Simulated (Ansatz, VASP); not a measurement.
**Two plane-wave programs on F**

File INCAR:

```
SYSTEM = F
PREC = Accurate
ENCUT = 520
EDIFF = 1E-6
ISMEAR = -1
SIGMA = 0.05
LREAL = .False.
LASPH = .True.
NELM = 100
ALGO = Normal
ISIF = 2
LWAVE = .False.
LCHARG = .True.
LELF = .True.
LVHAR = .True.
NBANDS = 22
```

KPOINTS

```
regular mesh
0
Gamma
  11 11 5
  0 0 0
```

The input POSCAR:

```
F
1.0
    2.5354453818     -1.5836758384      0.2603605595
    2.5354453818      1.5836758384      0.2603605595
   -0.7412259833      0.0000000000      6.3093325710
F
4
Direct
    0.8967117595      0.6044793703      0.1022110163
    0.3955206297      0.1032882405      0.3977889837
    0.1032882405      0.3955206297      0.8977889837
    0.6044793703      0.8967117595      0.6022110163
```

Input for Ansatz:

```yaml
crystal:
  lattice:
    - [2.5354453818, -1.5836758384, 0.2603605595]
    - [2.5354453818, 1.5836758384, 0.2603605595]
    - [-0.7412259833, 0.0, 6.309332571]
  atoms:
    - { symbol: F, position: [0.8967117595, 0.6044793703, 0.1022110163] }
    - { symbol: F, position: [0.3955206297, 0.1032882405, 0.3977889837] }
    - { symbol: F, position: [0.1032882405, 0.3955206297, 0.8977889837] }
    - { symbol: F, position: [0.6044793703, 0.8967117595, 0.6022110163] }
hamiltonian:
  xc: lda
  pseudopotentials:
    kind: paw
    azcp:
      F: "pseudopotentials/F.paw.azcp"
basis:
  ecutwfc: 420
  fft_grid_basis: typed
kpoints:
  mp_grid: { grid: [11, 11, 5], shift: [0, 0, 0] }
magnetization:
  spin_polarized: false
scf:
  occupations: { method: fermi_dirac, width: 0.05 }
output:
  stress: true
```

Alike in both runs: task single point; functional LDA; k mesh 11 × 11 × 5; occupations fermi-dirac, width 0.05 eV; no spin polarisation.

```csv
,VASP,Ansatz
version,VASP 6.6.1,Ansatz 0.2.0
potentials or method,"VASP PAW LDA potentials, release 64 (F), cutoff 520 eV","plane waves (420 eV) with PAW, scalar-relativistic"
valence electrons in the cell,28,28
```

|  | VASP | Ansatz | Ansatz less VASP |
| --- | --- | --- | --- |
| pressure (GPa) | -6.1 | -6.7 | -0.63 |
| traceless stress, the component that is largest in VASP (GPa) | -5.71 | -7.50 | -1.792 |

Ansatz warns that its potentials were made for another functional, while VASP's fit it. LDA's correlation is that of Perdew and Zunger in VASP and of Perdew and Wang (1992) in Ansatz.
